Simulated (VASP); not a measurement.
A run of VASP 6.6.1 is set up as follows.

The input INCAR:

```
SYSTEM = Os7Ru3Au6
PREC = Accurate
ENCUT = 520
EDIFF = 1E-6
ISMEAR = 0
SIGMA = 0.1
LREAL = Auto
LASPH = .True.
NELM = 80
ALGO = Fast
ISIF = 2
LWAVE = .False.
LCHARG = .True.
GGA = PE
LELF = .True.
LVHAR = .True.
ISYM = 0
NBANDS = 96
```

KPOINTS

```
regular mesh
0
Gamma
  3 3 3
  0 0 0
```

The input POSCAR:

```
Os7Ru3Au6
1.0
   -3.9198135371      3.9405025059     -3.9765021928
    3.9221794361      3.9251276895      3.9587614774
    3.9454538859     -3.9227617905     -3.9844018261
Ru Os Au
3 7 6
Direct
    0.0001953710     -0.0014074545     -0.0131862357
    0.2651677123      0.5104491176      0.2521302787
    0.2451462917      0.7364206275     -0.0106867794
    0.2576597179      0.0162114198      0.7559004628
    0.0175334332      0.2630076798      0.7717872253
    0.4916867468      0.0036959351      0.5101333066
    0.7486293150      0.5057498924      0.7613149483
    0.2734329273      0.2622413346      0.5186982424
    0.4934111958      0.7373966074      0.7422745837
    0.4780027530      0.4906053265     -0.0222573099
    1.0056797914      0.5012798380      0.5050191024
    0.7496842409     -0.0018150895      0.2502665341
    0.4903742747      0.2451253420      0.2476207772
    0.7519662397      0.7571884735      0.5059394771
    0.0088113196      0.7579862895      0.2482562233
    0.7538565955      0.2498017826     -0.0024138309
```

Potentials or basis: VASP PAW PBE potentials, release 64 (Ru_pv, Os, Au).

The run is started by

```bash
$ cat potpaw_PBE.64/Ru_pv/POTCAR potpaw_PBE.64/Os/POTCAR potpaw_PBE.64/Au/POTCAR > POTCAR
$ mpirun -np 1 vasp_std > vasp.out
```

Task: What does it give for the band gap on the k mesh?

Result: Zero (bands 82 and 83 overlap by 0.42 eV).

Task: What does it give for the pressure?

Result: -0.3 GPa.

Task: Estimate the largest force.

Result: 0.021 eV/Å.

Forces on the atoms (eV/Å):
```
Ru  -0.003  0.005 -0.001
Ru   0.003  0.007  0.002
Ru   0.013 -0.001  0.002
Os   0.006  0.005 -0.002
Os   0.004 -0.003 -0.014
Os   0.001 -0.008  0.004
Os   0.008  0.002 -0.007
Os  -0.006  0.020 -0.003
Os  -0.016 -0.012  0.003
Os  -0.004 -0.003  0.003
Au  -0.002  0.001  0.015
Au   0.001  0.003  0.004
Au  -0.002 -0.001 -0.002
Au  -0.011 -0.006  0.009
Au   0.002 -0.010  0.002
Au   0.006  0.004 -0.015
```

Caveat: the k points lie up to 0.38 Å⁻¹ apart; spin-orbit coupling is left out, which moves the levels of the heavy elements.
